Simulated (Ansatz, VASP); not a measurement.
## Two plane-wave programs on BP3

```xyz
4
Lattice="3.8452 0.0000 0.0000 0.0000 3.8452 0.0000 0.0000 0.0000 3.8452" Properties=species:S:1:pos:R:3 pbc="T T T"
B     0.0000    0.0000    0.0000
P     0.0000    1.9226    1.9226
P     1.9226    0.0000    1.9226
P     1.9226    1.9226    0.0000
```

Alike in both runs: task relaxation of cell and atoms; functional PBE; k mesh 4 × 4 × 4; occupations gaussian, width 0.1 eV; no spin polarisation.

|  | VASP | Ansatz |
| --- | --- | --- |
| version | VASP 6.6.1 | Ansatz 0.2.0 |
| potentials or method | VASP PAW PBE potentials, release 64 (B, P), cutoff 600 eV | scalar-relativistic, plane waves, PAW |
| valence electrons in the cell | 18 | 18 |

```csv
,VASP,Ansatz,Ansatz less VASP
"gap on the k mesh at the Fermi level, each at its own relaxed structure (eV)",none,none,-
relaxed volume (Å³/atom),12.68,12.68,+0.004
relaxed cell length with the largest relative difference (Å),3.702,3.702,+0.0004
```

A gap of «none» marks a metal or a gap that the smearing closes.

The k mesh is coarse, so the values compare programs but aren't converged.
